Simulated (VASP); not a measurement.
# Hf: single point with revPBE

Crystal: Hf.

```
Hf
1.0
     0.00000    3.26834    3.26834
     3.26834    0.00000    3.26834
     3.26834    3.26834    0.00000
Hf
2
Direct
  0.12500 0.12500 0.12500
  0.87500 0.87500 0.87500
```

This cell differs from its parent crystal: volume scaled by 0.96.

```json
{
  "Program": "VASP 6.6.1",
  "Task": "single point",
  "Functional": "revPBE",
  "Potentials or basis": "VASP PAW PBE potentials, release 64 (Hf_pv)",
  "Cutoff": "520 eV",
  "k mesh": "9 × 9 × 9",
  "Occupations": "fermi-dirac, width 0.1 eV",
  "Spin": "no spin polarisation"
}
```

| Quantity | Value |
| --- | --- |
| Pressure | 1.0 GPa |
| Band gap on the k mesh | zero (band 10 reaches 2.00 eV, above the bottom of band 11 at 1.41 eV) |

Levels at points of the mesh, in eV from the Fermi level:
| k point | band 6 | band 7 | band 8 | band 9 | band 10 | band 11 | band 12 | band 13 | band 14 | band 15 |
| --- | --- | --- | --- | --- | --- | --- | --- | --- | --- | --- |
| (0.00, 0.00, 0.00) | -30.45 | -5.11 | -0.30 | -0.30 | 0.14 | 0.14 | 0.14 | 2.06 | 2.06 | 2.06 |

Run time: 26 s on 1 thread of Intel(R) Xeon(R) Platinum 8375C CPU @ 2.90GHz (Ice Lake), on a shared host, peak memory 0.21 GiB.

Caveat: the PAW data sets were made with another functional, which shifts forces and pressure a little; spin-orbit coupling is left out, which moves the levels of the heavy elements.
